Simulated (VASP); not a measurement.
# GaN in VASP: a series of runs

The runs below take GaN through single point, with r2SCAN.

All numbers are computed with VASP 6.6.1; they aren't measurements. Logs are shortened: lines on timing, memory, paths and dates and some standing lists are left out, and cuts for length are marked.

### 1 The cell of the first run

The typed cell holds 4 atoms: a = 3.143 Å, b = 3.143 Å, c = 5.106 Å, α = 90.00°, β = 90.00°, γ = 120.00°.

### 2 Single point, r2SCAN

POSCAR reads:

```
GaN
1.0
    3.1429567700      0.0000000000      0.0000000000
   -1.5714783800      2.7218796300      0.0000000000
    0.0000000000      0.0000000000      5.1058222200
Ga N
2 2
Direct
    0.3333000000      0.6667000000      0.0000000000
    0.6666000000      0.3333000000      0.5000000000
    0.3333000000      0.6667000000      0.3750000000
    0.6666000000      0.3333000000      0.8750000000
```

INCAR.step1 reads:

```
SYSTEM = GaN
PREC = Accurate
ENCUT = 520
ISMEAR = -1
SIGMA = 0.1
LREAL = .False.
LASPH = .True.
NELM = 60
NBANDS = 26
GGA = PE
ALGO = Normal
EDIFF = 1E-4
LWAVE = .True.
LCHARG = .False.
```

INCAR.step2 reads:

```
SYSTEM = GaN
PREC = Accurate
ENCUT = 520
EDIFF = 1E-6
ISMEAR = -1
SIGMA = 0.1
LREAL = .False.
LASPH = .True.
NELM = 60
ALGO = Normal
ISIF = 2
LWAVE = .False.
LCHARG = .True.
METAGGA = R2SCAN
LMIXTAU = .True.
LELF = .True.
LVHAR = .True.
NBANDS = 26
ISTART = 1
```

KPOINTS reads:

```
Automatic mesh
0
Gamma
  7 7 4
  0 0 0
```

Potentials or basis: VASP PAW PBE potentials, release 64 (Ga_d, N).

The run is started by

```bash
cat potpaw_PBE.64/Ga_d/POTCAR potpaw_PBE.64/N/POTCAR > POTCAR
cp INCAR.step1 INCAR
mpirun -np 1 vasp_std > vasp.out
cp INCAR.step2 INCAR
mpirun -np 1 vasp_std > vasp.out
```

OUTCAR:

```text
SYSTEM = GaN
   PREC = Accurate
   ENCUT = 520
   EDIFF = 1E-6
   ISMEAR = -1
   LREAL = .False.
   LASPH = .True.
   NELM = 60
   ISIF = 2
   METAGGA = R2SCAN
   ISTART = 1

 ion  position               nearest neighbor table
   1  0.333  0.667  0.000-   3 1.91   4 1.92   4 1.92   4 1.92
   2  0.667  0.333  0.500-   4 1.91   3 1.92   3 1.92   3 1.92
   3  0.333  0.667  0.375-   1 1.91   2 1.92   2 1.92   2 1.92
   4  0.667  0.333  0.875-   2 1.91   1 1.92   1 1.92   1 1.92

  LATTYP: Found a hexagonal cell.
 ALAT       =     3.1429567700
 C/A-ratio  =     1.6245283005

  Lattice vectors:

 A1 = (   3.1429567700,   0.0000000000,   0.0000000000)
 A2 = (  -1.5714783800,   2.7218796300,   0.0000000000)
 A3 = (   0.0000000000,   0.0000000000,   5.1058222200)

Analysis of symmetry for initial positions (statically):
=====================================================================
 Subroutine PRICEL returns:
 Original cell was already a primitive cell.

 Routine SETGRP: Setting up the symmetry group for a
 hexagonal supercell.

 Subroutine GETGRP returns: Found  4 space group operations
 (whereof  1 operations were pure point group operations)
 out of a pool of 24 trial point group operations.

The static configuration has the point symmetry C_1 .
 The point group associated with its full space group is C_2v.

Analysis of symmetry for dynamics (positions and initial velocities):
=====================================================================
 Subroutine PRICEL returns:
 Original cell was already a primitive cell.

 Routine SETGRP: Setting up the symmetry group for a
 hexagonal supercell.

 Subroutine GETGRP returns: Found  4 space group operations
 (whereof  1 operations were pure point group operations)
 out of a pool of 24 trial point group operations.

The dynamic configuration has the point symmetry C_1 .
 The point group associated with its full space group is C_2v.

 Subroutine INISYM returns: Found  4 space group operations
 (whereof  1 operations are pure point group operations),
 and found     1 'primitive' translations

----------------------------------------------------------------------------------------

                                     Primitive cell

  volume of cell :      43.6790

  direct lattice vectors                    reciprocal lattice vectors
[... 82 lines left out ...]
   PREC   = accura    normal or accurate (medium, high low for compatibility)
   ISTART =      1    job   : 0-new  1-cont  2-samecut
   ICHARG =      0    charge: 1-file 2-atom 10-const
   ISPIN  =      1    spin polarized calculation?
   LNONCOLLINEAR =      F non collinear calculations
   LSORBIT =      F    spin-orbit coupling
   LASPH  =      T    aspherical Exc in radial PAW
   ENCUT  =  520.0 eV  38.22 Ry    6.18 a.u.   5.84  5.84  9.49*2*pi/ulx,y,z
   NELM   =     60;   NELMIN=  2; NELMDL=  0     # of ELM steps
   EDIFF  = 0.1E-05   stopping-criterion for ELM
   LREAL  =      F    real-space projection
   EDIFFG = 0.1E-04   stopping-criterion for IOM
   NSW    =      0    number of steps for IOM
   IBRION =     -1    ionic relax: 0-MD 1-quasi-New 2-CG
   NFREE  =      0    steps in history (QN), initial steepest desc. (CG)
   ISIF   =      2    stress and relaxation
   ISYM   =      2    0-nonsym 1-usesym 2-fastsym
   POTIM  = 0.5000    time-step for ionic-motion
   TEBEG  =    0.0;   TEEND  =   0.0 temperature during run
   PSTRESS=    0.0 pullay stress
   NELECT =      36.0000    total number of electrons
   NUPDOWN=      -1.0000    fix difference up-down
   EMIN   =  10.00;   EMAX   =-10.00  energy-range for DOS
   EFERMI =   0.00;   METHOD = LEGACY
   ISMEAR =    -1;   SIGMA  =   0.10  broadening in eV -4-tet -1-fermi 0-gaus
   EFERMI_NEDOS =   21; number of points for ismear=-14 and -15
   IALGO  =     38    algorithm
   IMIX   =      4    mixing-type and parameters
     AMIX     =   0.40;   BMIX     =  1.00
     AMIX_MAG =   1.60;   BMIX_MAG =  1.00
  volume/ion in A,a.u.               =      10.92        73.69
  Fermi-wavevector in a.u.,A,eV,Ry     =   1.534916  2.900571 32.054886  2.355968
  Thomas-Fermi vector in A             =   2.641777
   LORBIT       =      0    0 simple, 1 ext, 2 COOP (PROOUT), +10 PAW based schemes
   METAGGA = R2SCAN    functional components
   LHFCALC =     F    Hartree Fock is set to
   AEXX    =    0.0000 exact exchange contribution
   IVDW    =     0    specifies the selected vdW correction
   LEPSILON=     F    determine dielectric tensor
   LRPA    =     F    only Hartree local field effects (RPA)
 non-spin polarized calculation
  energy-cutoff  :      520.00
  volume of cell :       43.68
 maximum number of plane-waves:      1186
   NGX = 11   NGY = 11   NGZ = 19

 number of electron      36.0000039 magnetization

 Free energy of the ion-electron system (eV)
  ---------------------------------------------------
  ext. energy  EPLUGINS =         0.00000000
  ---------------------------------------------------
  free energy    TOTEN  =       -43.75616307 eV

  energy without entropy =      -43.75616294  energy(sigma->0) =      -43.75616301

 E-fermi :   6.9481     XC(G=0): -12.9049

 val. band max:        5.5601950382   @ k =   0.0000   0.0000   0.0000
 cond. band min:       8.1805832859   @ k =   0.0000   0.0000   0.0000
 fundamental gap:      2.6203882477
 Fermi energy:         6.9481493774

 k-point     1 :       0.0000    0.0000    0.0000
  band No.  band energies     occupation
      1     -11.6197      2.00000
      2     -10.4810      2.00000
      3      -8.3164      2.00000
      4      -8.2912      2.00000
      5      -8.2911      2.00000
      6      -8.2117      2.00000
[... 685 lines left out ...]
     25      17.7357      0.00000
     26      19.0055      0.00000

 [... further k-points ...]
[... 5 lines left out ...]
  --------------------------------------------------------------------------------------
  -------------------------------------------------------------------------------------
  Total        2.4997024      2.5082439      3.1129611      0.0000000      0.0000000      0.0000000
  in kB       91.6908237     92.0041316    114.1855810      0.0000002      0.0000000      0.0000000
  external PRESSURE =      99.2935121 kB  Pullay stress =       0.0000000 kB

 VOLUME and BASIS-vectors are now :
 -----------------------------------------------------------------------------
  energy-cutoff  :      520.00
  volume of cell :       43.68
      direct lattice vectors                 reciprocal lattice vectors
     3.142956770  0.000000000  0.000000000     0.318171732  0.183696587  0.000000000
    -1.571478380  2.721879630  0.000000000     0.000000000  0.367393175  0.000000000
     0.000000000  0.000000000  5.105822220     0.000000000  0.000000000  0.195854841

 POSITION                                       TOTAL-FORCE (eV/Angst)
 -----------------------------------------------------------------------------------
     -0.00016      1.81468      0.00000        -0.000000     -0.002656     -0.152416
      1.57132      0.90720      2.55291         0.000000      0.002656     -0.152416
     -0.00016      1.81468      1.91468        -0.000000     -0.002741      0.152416
      1.57132      0.90720      4.46759         0.000000      0.002741      0.152416
 -----------------------------------------------------------------------------------
    total drift:                                0.000005      0.000003      0.028753

  FREE ENERGIE OF THE ION-ELECTRON SYSTEM (eV)
  ---------------------------------------------------
  free  energy   TOTEN  =       -43.7561630719 eV

  energy  without entropy=      -43.7561629390  energy(sigma->0) =      -43.75616301
```

OUTCAR.step1:

```text
SYSTEM = GaN
   PREC = Accurate
   ENCUT = 520
   ISMEAR = -1
   LREAL = .False.
   LASPH = .True.
   NELM = 60
[... 925 lines left out ...]
      1.57132      0.90720      2.55291         0.000000      0.002516     -0.144056
     -0.00016      1.81468      1.91468        -0.000000     -0.002569      0.144056
      1.57132      0.90720      4.46759         0.000000      0.002569      0.144056
 -----------------------------------------------------------------------------------
    total drift:                               -0.000002     -0.000001      0.000709

  FREE ENERGIE OF THE ION-ELECTRON SYSTEM (eV)
  ---------------------------------------------------
  free  energy   TOTEN  =       -24.1751995949 eV

  energy  without entropy=      -24.1751986891  energy(sigma->0) =      -24.17519914
```

It took 2.5 min on 1 thread of Intel Xeon Platinum 8175M at 2.50GHz (Skylake/Cascade Lake), shared host; peak memory 0.19 GiB.

What came out:

- Free energy: -43.7562 eV
- Pressure: 9.9 GPa
- Largest force: 0.152 eV/Å
- Band gap on the k mesh: 2.62 eV, direct

Forces in eV/Å, atoms in the order of the input:
```
Ga   0.000 -0.003 -0.152
Ga   0.000  0.003 -0.152
N    0.000 -0.003  0.152
N    0.000  0.003  0.152
```

Caveat: the PAW data sets were made with another functional, which shifts forces and pressure a little. r2SCAN opens gaps a little over a GGA but as a rule still falls short of measured ones.

### 3 Single point, r2SCAN

POSCAR is that of step 2.

INCAR.step1 reads:

```
PREC = Accurate ; ENCUT = 520
ISMEAR = -1 ; SIGMA = 0.1
LREAL = False ; LASPH = True
NELM = 60 ; ISYM = 0
NBANDS = 26 ; GGA = PE
ALGO = Normal ; EDIFF = 1E-4
LWAVE = True ; LCHARG = False
```

INCAR.step2 reads:

```
PREC = Accurate ; ENCUT = 520
EDIFF = 1E-7 ; ISMEAR = -1
SIGMA = 0.1 ; LREAL = False
LASPH = True ; NELM = 60
ALGO = Normal ; ISIF = 2
LWAVE = False ; LCHARG = True
METAGGA = R2SCAN ; LMIXTAU = True
LELF = True ; LVHAR = True
ISYM = 0 ; NBANDS = 26
ISTART = 1
```

KPOINTS reads:

```
Automatic mesh
0
Gamma
  7 7 4
  0.5 0.5 0.5
```

Potentials or basis: VASP PAW PBE potentials, release 64 (Ga_d, N).

The run is started by

```bash
cat potpaw_PBE.64/Ga_d/POTCAR potpaw_PBE.64/N/POTCAR > POTCAR
cp INCAR.step1 INCAR
mpirun -np 1 vasp_std > vasp.out
cp INCAR.step2 INCAR
mpirun -np 1 vasp_std > vasp.out
```

Wall time 13 min (1 thread of Intel Xeon Platinum 8175M at 2.50GHz (Skylake/Cascade Lake), shared host); peak memory 0.37 GiB.

Results (log left out):

```yaml
Free_energy: -43.7577 eV
Pressure: 9.9 GPa
Largest_force: 0.153 eV/Å
Band_gap_on_the_k_mesh: 3.46 eV, direct
```

Forces on the atoms (eV/Å):
```
Ga   0.000 -0.003 -0.153
Ga   0.000  0.003 -0.153
N    0.000 -0.003  0.153
N    0.000  0.003  0.153
```

Stress tensor (GPa, compression positive):
```
 9.18  0.00  0.00
 0.00  9.21  0.00
 0.00  0.00 11.46
```

Levels at points of the mesh, in eV from the valence-band top:
```csv
k point,band 16,band 17,band 18,band 19,band 20,band 21
"(0.07, 0.07, 0.12)",-1.11,-0.23,-0.14,3.96,6.09,9.64
```

Caveat: the PAW data sets were made with another functional, which shifts forces and pressure a little.
